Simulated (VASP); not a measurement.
# CdW2 (P-3m1) in VASP: a series of runs

CdW2 is run at these levels: PBE; tasks: single point, relaxation of cell and atoms.

All numbers are computed with VASP 6.6.1; they aren't measurements. Logs are shortened: lines on timing, memory, paths and dates and some standing lists are left out, and cuts for length are marked.

### 1 The cell of the first run

The structure is trigonal, space group P-3m1 (No. 164). The conventional cell has a = 2.828 Å, b = 2.828 Å, c = 7.541 Å, α = 90.00°, β = 90.00°, γ = 120.00°. Cd (site symmetry -3m) has 6 Cd at 2.83 Å and 6 W at 3.05 Å within 3.7 Å. Within 3.7 Å of W (site symmetry 3m) lie 9 W at 2.83 to 2.89 Å and 3 Cd at 3.05 Å.

The cell was built from a structure type or drawn by symmetry, and may not be a known phase.

### 2 Single point, PBE

Contents of INCAR:

```
ALGO = Normal ; EDIFF = 1E-6
ENCUT = 500 ; GGA = PE
GGA_COMPAT = False ; ISIF = 2
ISMEAR = 0 ; LASPH = True
LCHARG = True ; LELF = True
LREAL = False ; LVHAR = True
LWAVE = False ; NBANDS = 27
NELM = 120 ; PREC = Accurate
SIGMA = 0.1
```

Contents of KPOINTS:

```
k-points
0
Gamma
  6 6 4
```

Contents of POSCAR:

```
CdW2
1.0
    2.8284386666     -0.0000000027      0.0000000000
   -1.4142193309      2.4494997397      0.0000000000
    0.0000000000      0.0000000000      7.5407974388
Cd W
1 2
Direct
    0.0000000000      0.0000000000      0.0000000000
    0.3333333333      0.6666666667      0.3420046239
    0.6666666667      0.3333333333      0.6579953761
```

Potentials or basis: VASP PAW PBE potentials, release 64 (Cd, W_sv).

The run is started by

```
cat potpaw_PBE.64/Cd/POTCAR potpaw_PBE.64/W_sv/POTCAR > POTCAR
mpirun -np 1 vasp_std > vasp.out
```

OUTCAR:

```text
EDIFF = 1E-6
   ENCUT = 500
   GGA = PE
   ISIF = 2
   ISMEAR = 0
   LASPH = True
   LREAL = False
   NELM = 120
   PREC = Accurate

 ion  position               nearest neighbor table
   1  0.000  0.000  0.000-   2 3.05   3 3.05   2 3.05   3 3.05   3 3.05   2 3.05
   2  0.333  0.667  0.342-   3 2.89   3 2.89   3 2.89   1 3.05   1 3.05   1 3.05
   3  0.667  0.333  0.658-   2 2.89   2 2.89   2 2.89   1 3.05   1 3.05   1 3.05

  LATTYP: Found a hexagonal cell.
 ALAT       =     2.8284386666
 C/A-ratio  =     2.6660636230

  Lattice vectors:

 A1 = (   2.8284386666,  -0.0000000027,   0.0000000000)
 A2 = (  -1.4142193309,   2.4494997397,   0.0000000000)
 A3 = (   0.0000000000,   0.0000000000,   7.5407974388)

Analysis of symmetry for initial positions (statically):
=====================================================================
 Subroutine PRICEL returns:
 Original cell was already a primitive cell.

 Routine SETGRP: Setting up the symmetry group for a
 hexagonal supercell.

 Subroutine GETGRP returns: Found 12 space group operations
 (whereof 12 operations were pure point group operations)
 out of a pool of 24 trial point group operations.

The static configuration has the point symmetry D_3d.

Analysis of symmetry for dynamics (positions and initial velocities):
=====================================================================
 Subroutine PRICEL returns:
 Original cell was already a primitive cell.

 Routine SETGRP: Setting up the symmetry group for a
 hexagonal supercell.

 Subroutine GETGRP returns: Found 12 space group operations
 (whereof 12 operations were pure point group operations)
 out of a pool of 24 trial point group operations.

The dynamic configuration has the point symmetry D_3d.

 Subroutine INISYM returns: Found 12 space group operations
 (whereof 12 operations are pure point group operations),
 and found     1 'primitive' translations

----------------------------------------------------------------------------------------

                                     Primitive cell

  volume of cell :      52.2446

  direct lattice vectors                    reciprocal lattice vectors
     2.828438667 -0.000000003  0.000000000     0.353551948  0.204123312  0.000000000
    -1.414219331  2.449499740  0.000000000     0.000000000  0.408246625  0.000000000
     0.000000000  0.000000000  7.540797439     0.000000000  0.000000000  0.132611970

  length of vectors
     2.828438667  2.828438667  7.540797439     0.408246625  0.408246625  0.132611970

  position of ions in fractional coordinates (direct lattice)
     0.000000000  0.000000000  0.000000000
     0.333333333  0.666666667  0.342004624
     0.666666667  0.333333333  0.657995376

  ion indices of the primitive-cell ions
   primitive index   ion index
                 1           1
                 2           2
                 3           3

----------------------------------------------------------------------------------------

 KPOINTS: k-points

Automatic generation of k-mesh.
 Grid dimensions read from file:
 generate k-points for:    6    6    4

 Generating k-lattice:

  Cartesian coordinates                     Fractional coordinates (reciprocal lattice)
     0.058925325  0.034020552  0.000000000     0.166666667 -0.000000000  0.000000000
     0.000000000  0.068041104  0.000000000     0.000000000  0.166666667  0.000000000
     0.000000000  0.000000000  0.033152992     0.000000000  0.000000000  0.250000000

  Length of vectors
     0.068041104  0.068041104  0.033152992

  Shift w.r.t. Gamma in fractional coordinates (k-lattice)
     0.000000000  0.000000000  0.000000000

 Subroutine IBZKPT returns following result:
 ===========================================

 Found     24 irreducible k-points:

 Following reciprocal coordinates:
            Coordinates               Weight
  0.000000  0.000000  0.000000      1.000000
  0.166667 -0.000000  0.000000      6.000000
  0.333333  0.000000  0.000000      6.000000
  0.500000  0.000000  0.000000      3.000000
  0.166667  0.166667  0.000000      6.000000
  0.333333  0.166667  0.000000     12.000000
[... 16 lines left out ...]
  0.333333  0.166667  0.500000     12.000000
  0.333333  0.333333  0.500000      2.000000
   k-points           NKPTS =     24   k-points in BZ     NKDIM =     24   number of bands    NBANDS=     27
   number of dos      NEDOS =    301   number of ions     NIONS =      3
   total plane-waves  NPLWV =  32256
   dimension x,y,z NGX =    24 NGY =   24 NGZ =   56
   dimension x,y,z NGXF=    48 NGYF=   48 NGZF=  112
   ions per type =               1   2
   NGX,Y,Z   is equivalent  to a cutoff of  14.11, 14.11, 12.35 a.u.
   NGXF,Y,Z  is equivalent  to a cutoff of  28.21, 28.21, 24.69 a.u.
 SYSTEM =  unknown system
   PREC   = accura    normal or accurate (medium, high low for compatibility)
   ISTART =      0    job   : 0-new  1-cont  2-samecut
   ICHARG =      2    charge: 1-file 2-atom 10-const
   ISPIN  =      1    spin polarized calculation?
   LNONCOLLINEAR =      F non collinear calculations
   LSORBIT =      F    spin-orbit coupling
   LASPH  =      T    aspherical Exc in radial PAW
   ENCUT  =  500.0 eV  36.75 Ry    6.06 a.u.   5.16  5.16 13.75*2*pi/ulx,y,z
   NELM   =    120;   NELMIN=  2; NELMDL= -5     # of ELM steps
   EDIFF  = 0.1E-05   stopping-criterion for ELM
   LREAL  =      F    real-space projection
   EDIFFG = 0.1E-04   stopping-criterion for IOM
   NSW    =      0    number of steps for IOM
   IBRION =     -1    ionic relax: 0-MD 1-quasi-New 2-CG
   NFREE  =      0    steps in history (QN), initial steepest desc. (CG)
   ISIF   =      2    stress and relaxation
   ISYM   =      2    0-nonsym 1-usesym 2-fastsym
   POTIM  = 0.5000    time-step for ionic-motion
   TEBEG  =    0.0;   TEEND  =   0.0 temperature during run
   PSTRESS=    0.0 pullay stress
   NELECT =      40.0000    total number of electrons
   NUPDOWN=      -1.0000    fix difference up-down
   EMIN   =  10.00;   EMAX   =-10.00  energy-range for DOS
   EFERMI =   0.00;   METHOD = LEGACY
   ISMEAR =     0;   SIGMA  =   0.10  broadening in eV -4-tet -1-fermi 0-gaus
   EFERMI_NEDOS =   21; number of points for ismear=-14 and -15
   IALGO  =     38    algorithm
   IMIX   =      4    mixing-type and parameters
     AMIX     =   0.40;   BMIX     =  1.00
     AMIX_MAG =   1.60;   BMIX_MAG =  1.00
  volume/ion in A,a.u.               =      17.41       117.52
  Fermi-wavevector in a.u.,A,eV,Ry     =   1.497664  2.830174 30.517827  2.242997
  Thomas-Fermi vector in A             =   2.609523
   LORBIT       =      0    0 simple, 1 ext, 2 COOP (PROOUT), +10 PAW based schemes
   GGA     = PE    functional components
   LHFCALC =     F    Hartree Fock is set to
   AEXX    =    0.0000 exact exchange contribution
   IVDW    =     0    specifies the selected vdW correction
   LEPSILON=     F    determine dielectric tensor
   LRPA    =     F    only Hartree local field effects (RPA)
 non-spin polarized calculation
 Gauss-broadening in eV      SIGMA  =   0.10
  energy-cutoff  :      500.00
  volume of cell :       52.24
 maximum number of plane-waves:      1342
 NGX is ok and might be reduce to    24
   NGX = 11   NGY = 11   NGZ = 27

 number of electron      40.0000003 magnetization

 Free energy of the ion-electron system (eV)
  ---------------------------------------------------
  ext. energy  EPLUGINS =         0.00000000
  ---------------------------------------------------
  free energy    TOTEN  =       -24.92426651 eV

  energy without entropy =      -24.91356000  energy(sigma->0) =      -24.91891325

 E-fermi :   8.1220     XC(G=0): -12.7998

 val. band max:        8.0182078875   @ k =   0.5000   0.0000   0.5000
 cond. band min:       8.1516144412   @ k =  -0.1667   0.5000   0.2500
 fundamental gap:      0.1334065538
 Fermi energy:         8.1219812193

 k-point     1 :       0.0000    0.0000    0.0000
  band No.  band energies     occupation
      1     -65.8840      2.00000
      2     -65.8393      2.00000
      3     -30.4672      2.00000
      4     -29.9526      2.00000
      5     -29.5469      2.00000
      6     -29.5469      2.00000
[... 19 lines left out ...]
     26      11.5604      0.00000
     27      13.9741      0.00000

 k-point     2 :       0.1667   -0.0000    0.0000
  band No.  band energies     occupation
      1     -65.8620      2.00000
      2     -65.8226      2.00000
      3     -30.4102      2.00000
      4     -29.9753      2.00000
      5     -29.7634      2.00000
      6     -29.7193      2.00000
[... 19 lines left out ...]
     26      11.6019      0.00000
     27      15.7611      0.00000

 k-point     3 :       0.3333    0.0000    0.0000
  band No.  band energies     occupation
      1     -65.8164      2.00000
      2     -65.7906      2.00000
      3     -30.3520      2.00000
      4     -30.2896      2.00000
      5     -30.1017      2.00000
      6     -29.9163      2.00000
[... 19 lines left out ...]
     26      11.8199      0.00000
     27      14.5985      0.00000

 k-point     4 :       0.5000    0.0000    0.0000
  band No.  band energies     occupation
      1     -65.7913      2.00000
      2     -65.7767      2.00000
      3     -30.5192      2.00000
      4     -30.4660      2.00000
      5     -30.0956      2.00000
      6     -29.9549      2.00000
[... 19 lines left out ...]
     26      13.2534      0.00000
     27      13.4615      0.00000
[... 516 lines left out ...]
      4     -30.1358      2.00000
      5     -30.0258      2.00000
      6     -29.8921      2.00000
[... 19 lines left out ...]
     26      13.2311      0.00000
     27      14.0806      0.00000

 k-point    23 :       0.3333    0.1667    0.5000
  band No.  band energies     occupation
      1     -65.7914      2.00000
      2     -65.7766      2.00000
      3     -30.4077      2.00000
      4     -30.3651      2.00000
      5     -30.1002      2.00000
      6     -29.9774      2.00000
[... 19 lines left out ...]
     26      14.2797      0.00000
     27      15.8400      0.00000

 k-point    24 :       0.3333    0.3333    0.5000
  band No.  band energies     occupation
      1     -65.7742      2.00000
      2     -65.7742      2.00000
      3     -30.2669      2.00000
      4     -30.2669      2.00000
      5     -30.2431      2.00000
      6     -30.0991      2.00000
[... 19 lines left out ...]
     26      13.1656      0.00000
     27      15.1113      0.00000

------------------------ aborting loop because EDIFF is reached ----------------------------------------

  FORCE on cell =-STRESS in cart. coord.  units (eV):
  Direction    XX          YY          ZZ          XY          YZ          ZX
  --------------------------------------------------------------------------------------
  -------------------------------------------------------------------------------------
  Total        0.1787892      0.1787892      0.1871497      0.0000000      0.0000000      0.0000000
  in kB        5.4829002      5.4829002      5.7392916      0.0000000      0.0000000      0.0000000
  external PRESSURE =       5.5683640 kB  Pullay stress =       0.0000000 kB

 VOLUME and BASIS-vectors are now :
 -----------------------------------------------------------------------------
  energy-cutoff  :      500.00
  volume of cell :       52.24
      direct lattice vectors                 reciprocal lattice vectors
     2.828438667 -0.000000003  0.000000000     0.353551948  0.204123312  0.000000000
    -1.414219331  2.449499740  0.000000000     0.000000000  0.408246625  0.000000000
     0.000000000  0.000000000  7.540797439     0.000000000  0.000000000  0.132611970

 POSITION                                       TOTAL-FORCE (eV/Angst)
 -----------------------------------------------------------------------------------
      0.00000      0.00000      0.00000        -0.000000      0.000000      0.000000
      0.00000      1.63300      2.57899        -0.000000      0.000000     -0.008464
      1.41422      0.81650      4.96181         0.000000     -0.000000      0.008464
 -----------------------------------------------------------------------------------
    total drift:                                0.000000     -0.000000      0.000000

  FREE ENERGIE OF THE ION-ELECTRON SYSTEM (eV)
  ---------------------------------------------------
  free  energy   TOTEN  =       -24.9242665067 eV

  energy  without entropy=      -24.9135600009  energy(sigma->0) =      -24.91891325
```

Wall time 20 s (1 thread of AMD EPYC 9R45 (Zen 5), shared host); peak memory 0.15 GiB.

Results:

| Property | Result |
| --- | --- |
| Free energy | -24.9243 eV |
| Pressure | 0.6 GPa |
| Largest force | 0.008 eV/Å |
| Band gap on the k mesh | zero (bands 20 and 21 overlap by 0.51 eV) |

Forces on the atoms (eV/Å):
```
Cd   0.000  0.000  0.000
W    0.000  0.000 -0.008
W    0.000  0.000  0.008
```

Caveat: the k points lie up to 0.43 Å⁻¹ apart, too coarse for converged energies and pressures of a metal; spin-orbit coupling is left out, which moves the levels of the heavy elements.

[end of part 1 of 2]
